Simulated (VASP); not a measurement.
Ir:

```
CELL_PARAMETERS angstrom
-0.03839 1.90050 1.90050
1.90050 -0.03839 1.90050
1.90050 1.90050 -0.03839
ATOMIC_POSITIONS crystal
Ir 0.00000 0.00000 0.00000
```

This cell differs from its parent crystal: equal xy, yz and zx shear strains of -2 %.

Base run:

- Program: VASP 6.6.1
- Functional: PBEsol
- Potentials or basis: VASP PAW PBE potentials, release 64 (Ir)
- Cutoff: 520 eV
- k mesh: 15 × 15 × 15
- Occupations: fermi-dirac, width 0.05 eV
- Spin: no spin polarisation

Its results: pressure -1.3 GPa.

**Question.** The run is repeated on the same cell with these changes: potentials or basis from VASP PAW PBE potentials, release 64 (Ir) to VASP PAW PBE potentials, release 64 (Ir_sv_GW); cutoff from 520 eV to 420 eV; further incar settings from ALGO = Normal; EDIFF = 1e-08; NBANDS = 10 to ALGO = Normal; EDIFF = 1e-08; NBANDS = 14; valence electrons from 9 to 17. What comes out?

**Answer.** Pressure -4.5 GPa.

Caveats: the PAW data sets were made with another functional, which shifts forces and pressure a little.
